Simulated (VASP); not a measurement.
A run of VASP 6.6.1:

File POSCAR:

```
AlN
1.0
    0.0000000000      2.0208631053      2.0208631053
    2.0208631053      0.0000000000      2.0208631053
    2.0208631053      2.0208631053      0.0000000000
Al N
1 1
Direct
    0.5000000000      0.5000000000      0.5000000000
    0.0000000000      0.0000000000      0.0000000000
```

The input INCAR.step1:

```
ALGO = Normal ; EDIFF = 1E-5
ENCUT = 520 ; GGA = PE
ISIF = 2 ; ISMEAR = -1
LASPH = True ; LCHARG = False
LREAL = False ; LWAVE = True
NBANDS = 11 ; NELM = 100
PREC = Accurate ; SIGMA = 0.05
```

File INCAR.step2:

```
AEXX = 0.25 ; ALGO = Normal
EDIFF = 1E-6 ; ENCUT = 520
GGA = PE ; ISIF = 2
ISMEAR = -1 ; ISTART = 1
LASPH = True ; LCHARG = False
LHFCALC = True ; LREAL = False
LWAVE = False ; NBANDS = 11
NELM = 100 ; PREC = Accurate
PRECFOCK = Normal ; SIGMA = 0.05
```

The input KPOINTS:

```
k-points
0
Gamma
  6 6 6
```

Potentials or basis: VASP PAW PBE potentials, release 64 (Al, N).

The run is started by

```sh
$ cat potpaw_PBE.64/Al/POTCAR potpaw_PBE.64/N/POTCAR > POTCAR
$ cp INCAR.step1 INCAR
$ mpirun -np 1 vasp_std > vasp.out
$ cp INCAR.step2 INCAR
$ mpirun -np 1 vasp_std > vasp.out
```

Hardware: 1 thread of Intel Xeon 6975P-C (shared host).

Problem. Estimate the wall time of this run.

Solution. Wall time 2.1 min on 1 thread of Intel Xeon 6975P-C (shared host), peak memory 0.14 GiB. Counts: k points 16.
